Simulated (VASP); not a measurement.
Set up this calculation in VASP 6.6.1, as the native input.

| Quantity | Value |
| --- | --- |
| Task | single point |
| Functional | PBE |
| Potentials or basis | VASP PAW PBE potentials, release 64 (Si, C) |
| Cutoff | 520 eV |
| k mesh | 6 × 6 × 4 |
| Occupations | gaussian, width 0.1 eV |
| Spin | no spin polarisation |
| Dipole correction | no |
| Further INCAR settings | ALGO = Normal; EDIFF = 1e-06; NBANDS = 13 |

The structure of Si2C lies in POSCAR:

```
Si2C
1.0
    2.9669885569      0.0000000000      0.0000000000
   -1.4834942785      2.5694874630      0.0000000000
    0.0000000000      0.0000000000      4.2445539741
Si C
2 1
Direct
    0.6666666667      0.3333333333      0.7752350987
    0.3333333333      0.6666666667      0.2247649013
    0.0000000000      0.0000000000      0.5000000000
```

The input as run:

INCAR

```
PREC = Accurate
ENCUT = 520
EDIFF = 1E-6
ISMEAR = 0
SIGMA = 0.1
LREAL = F
LASPH = T
NELM = 60
ALGO = Normal
ISIF = 2
LWAVE = F
LCHARG = F
GGA = PE
NBANDS = 13
```

KPOINTS

```
Automatic mesh
0
Gamma
  6 6 4
```

Potentials or basis: VASP PAW PBE potentials, release 64 (Si, C).

Command:

```bash
$ cat potpaw_PBE.64/Si/POTCAR potpaw_PBE.64/C/POTCAR > POTCAR
$ mpirun -np 1 vasp_std > vasp.out
```

Results of the run:

| Item | Value |
| --- | --- |
| Pressure | 0.1 GPa |
| Largest force | 0.035 eV/Å |
| Band gap on the k mesh | zero (bands 6 and 7 overlap by 6.05 eV) |

Caveat: the k points lie up to 0.41 Å⁻¹ apart, too coarse for converged energies and pressures of a metal.

It took 12 s on 1 thread of Intel Xeon 8259CL, on a shared host, peak memory 0.14 GiB.
